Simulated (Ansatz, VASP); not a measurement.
## One calculation of TiO2, two programs

File POSCAR:

```
TiO2
1.0
    4.5968452312      0.0000000000      0.0000000000
    0.0000000000      4.5968452312      0.0000000000
    0.0000000000      0.0000000000      2.9535027930
Ti O
2 4
Direct
    0.5000000000      0.5000000000      0.0000000000
    0.0000000000      0.0000000000      0.5000000000
    0.6953570144      0.6953570144      0.5000000000
    0.8046429856      0.1953570144      0.0000000000
    0.1953570144      0.8046429856      0.0000000000
    0.3046429856      0.3046429856      0.5000000000
```

Contents of INCAR.step1:

```
SYSTEM = TiO2
PREC = Accurate ; ENCUT = 520
ISMEAR = 0 ; SIGMA = 0.01
LREAL = .False. ; LASPH = .True.
NELM = 100 ; NBANDS = 33
GGA = PE ; ALGO = Normal
EDIFF = 1E-4 ; LWAVE = .True.
LCHARG = .False.
```

File INCAR.step2:

```
SYSTEM = TiO2
PREC = Accurate ; ENCUT = 520
EDIFF = 1E-6 ; ISMEAR = 0
SIGMA = 0.01 ; LREAL = .False.
LASPH = .True. ; NELM = 100
ALGO = Normal ; ISIF = 2
LWAVE = .False. ; LCHARG = .True.
METAGGA = R2SCAN ; LMIXTAU = .True.
LELF = .True. ; LVHAR = .True.
NBANDS = 33 ; ISTART = 1
```

The input KPOINTS:

```
Automatic mesh
0
Gamma
  6 6 8
  0 0 0
```

Input for Ansatz:

```yaml
crystal:
  lattice:
    - [4.5968452312, 0.0, 0.0]
    - [0.0, 4.5968452312, 0.0]
    - [0.0, 0.0, 2.953502793]
  atoms:
    - { symbol: Ti, position: [0.5, 0.5, 0.0] }
    - { symbol: Ti, position: [0.0, 0.0, 0.5] }
    - { symbol: O, position: [0.6953570144, 0.6953570144, 0.5] }
    - { symbol: O, position: [0.8046429856, 0.1953570144, 0.0] }
    - { symbol: O, position: [0.1953570144, 0.8046429856, 0.0] }
    - { symbol: O, position: [0.3046429856, 0.3046429856, 0.5] }
kpoints:
  mp_grid: { grid: [6, 6, 8] }
  band_path:
    path:
      - [0.0, 0.0, 0.0]
      - [0.0, 0.5, 0.0]
      - [0.5, 0.5, 0.0]
      - [0.0, 0.0, 0.5]
      - [0.0, 0.5, 0.5]
      - [0.5, 0.5, 0.5]
    npoints: 1
hamiltonian:
  xc: r2scan
scf:
  occupations: { method: fixed }
  n_extra_bands: 5
output:
  forces: true
  stress: true
  eigenvalues: true
```

Alike in both runs: task single point; functional r2SCAN; k mesh 6 × 6 × 8; no spin polarisation.

|  | VASP | Ansatz |
| --- | --- | --- |
| version | VASP 6.6.1 | Ansatz 0.2.0 |
| potentials or method | VASP PAW PBE potentials, release 64 (Ti_sv, O) | plane waves, PAW |
| plane-wave cutoff (eV) | 520 | 500 |
| occupations | gaussian, width 0.01 eV | fixed |
| valence electrons in the cell | 48 | 48 |

Ansatz gave:

* gap on the k mesh at the Fermi level (eV): 2.22
* pressure (GPa): 0.0
* traceless stress, the component that is largest in VASP (GPa): 0.02
* rms of the force components (eV/Å): 0.002

Which values does VASP return?

gap on the k mesh at the Fermi level (eV): 2.23; pressure (GPa): 1.3; traceless stress, the component that is largest in VASP (GPa): 0.48; rms of the force components (eV/Å): 0.018.

VASP's potentials were made for PBE, not for r2SCAN. Atom by atom the forces differ by 0.016 eV/Å (rms over components).
